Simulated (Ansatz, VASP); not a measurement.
## One calculation of BN, two programs

The input INCAR:

```
SYSTEM = BN
ALGO = Normal
EDIFF = 1E-6
ENCUT = 600
GGA_COMPAT = .False.
ISIF = 2
ISMEAR = 0
LASPH = .True.
LCHARG = .True.
LELF = .True.
LREAL = .False.
LVHAR = .True.
LWAVE = .False.
NBANDS = 11
NELM = 120
PREC = Accurate
SIGMA = 0.05
```

Contents of KPOINTS:

```
k-points
0
Gamma
  12 12 12
  0 0 0
```

POSCAR

```
BN
1.0
    1.3011666545      0.7512289182      3.1030996510
   -1.3011666545      0.7512289182      3.1030996510
    0.0000000000     -1.5024578365      3.1030996510
B N
1 1
Direct
    0.9996712000      0.9996712000      0.9996712000
    0.3327618000      0.3327618000      0.3327618000
```

Input for Ansatz:

```yaml
crystal:
  lattice:
    - [1.3011666545, 0.7512289182, 3.103099651]
    - [-1.3011666545, 0.7512289182, 3.103099651]
    - [0.0, -1.5024578365, 3.103099651]
  atoms:
    - { symbol: B, position: [0.9996712, 0.9996712, 0.9996712] }
    - { symbol: "N", position: [0.3327618, 0.3327618, 0.3327618] }
basis:
  ecutwfc: 420
kpoints:
  mp_grid: { grid: [12, 12, 12] }
hamiltonian:
  xc: lda
scf:
  occupations: { method: gaussian, width: 0.05 }
output:
  forces: true
  stress: true
  eigenvalues: true
  write_density: true
  write_potential: true
  elf: true
  volumetric_format: npy
```

Change from the starting cell: strain +0.040 along x and y, -0.080 along z, atoms carried along.

Alike in both runs: task single point; functional LDA; k mesh 12 × 12 × 12; occupations gaussian, width 0.05 eV; no spin polarisation.

```csv
,VASP,Ansatz
version,VASP 6.6.1,Ansatz 0.2.0
potentials or method,"VASP PAW LDA potentials, release 64 (B, N), cutoff 600 eV","scalar-relativistic, plane waves, PAW"
valence electrons in the cell,8,8
```

```csv
,VASP,Ansatz,Ansatz less VASP
gap on the k mesh at the Fermi level (eV),3.61,3.63,+0.013
least direct gap on the mesh (eV),4.31,4.32,+0.007
pressure (GPa),-28.5,-28.8,-0.26
"traceless stress, the component that is largest in VASP (GPa)",29.44,29.88,+0.441
rms of the force components (eV/Å),0.038,0.037,-0.0003
```

LDA's correlation is that of Perdew and Zunger in VASP and of Perdew and Wang (1992) in Ansatz. Atom by atom the forces differ by 0.000 eV/Å (rms over components). Both programs put the cell under strong tension, so it lies far from rest at this level.
